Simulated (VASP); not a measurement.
TiH: single point with r2SCAN

The system is TiH.

```
Ti H
1.0
     0.00000    2.08700    2.08700
     2.08700    0.00000    2.08700
     2.08700    2.08700    0.00000
Ti H
1 1
Direct
  0.00000 0.00000 0.00000
  0.50000 0.50000 0.50000
```

```
Program             : VASP 6.6.1
Task                : single point
Functional          : r2SCAN
Potentials or basis : VASP PAW PBE potentials, release 64 (Ti_sv, H)
Cutoff              : 520 eV
k mesh              : 17 × 17 × 17
Occupations         : gaussian, width 0.1 eV
Spin                : no spin polarisation
```

```json
{"Pressure": "0.6 GPa", "Band gap on the k mesh": "zero (an odd number of electrons rules out a gap without spin polarisation)"}
```

Levels at points of the mesh, in eV from the Fermi level:
```csv
k point,band 3,band 4,band 5,band 6,band 7,band 8,band 9,band 10
"(0.00, 0.00, 0.00)",-33.96,-33.96,-10.14,0.70,0.70,0.70,2.52,2.52
```

It took 3.4 min on 1 thread of Oxide Virtual Turin-like Processor, with other jobs on the host, peak memory 0.14 GiB.

Caveat: the PAW data sets were made with another functional, which shifts forces and pressure a little; an odd number of electrons without spin polarisation forces a metal; a magnetic or distorted state may lie lower.
